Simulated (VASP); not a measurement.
Runs of VASP 6.6.1 on CdSe. The structure is that of space group Fm-3m (No. 225), or close to it. The cells are those of the table. 

```csv
task,level,potentials or basis,cell,cutoff (eV),gap on the mesh (eV),pressure (GPa),relaxed volume (Å³/atom)
relaxation of cell and atoms,PBEsol+D3(BJ),"VASP PAW PBE potentials, release 64 (Cd, Se)","relaxed from a = 4.064 Å, angles 60.0°, 2 atoms",600,none,0.0,21.61
relaxation of cell and atoms,BLYP+D3(BJ),"VASP PAW PBE potentials, release 64 (Cd, Se)","relaxed from a = 4.064 Å, angles 60.0°, 2 atoms",600,none,0.0,(b)
single point,BLYP+D3(BJ),"VASP PAW PBE potentials, release 64 (Cd, Se)","a = 4.010 Å, angles 60.0°, 2 atoms",520,none,0.6,-
single point,LDA,"VASP PAW LDA potentials, release 64 (Cd, Se)","a = 3.936 Å, angles 60.0°, 2 atoms",520,none,0.7,-
relaxation of cell and atoms,LDA,"VASP PAW LDA potentials, release 64 (Cd, Se)","relaxed from a = 4.064 Å, angles 60.0°, 2 atoms",600,none,0.0,(a)
```

Alike in all rows: no spin polarisation; k mesh 6 × 6 × 6; smearing fermi-dirac 0.05 eV.

Question: Fill in the values left out.

Answer: (a) 21.72; (b) 22.98.

Caveats: the PAW data sets were made with another functional, which shifts forces and pressure a little (some runs); pairwise dispersion overbinds metals, which lowers pressure and volume (some runs).

A k mesh can miss the band edges, and the runs leave out spin-orbit coupling on Cd, Se.

A gap of «none» marks levels without a gap at the run's occupations.
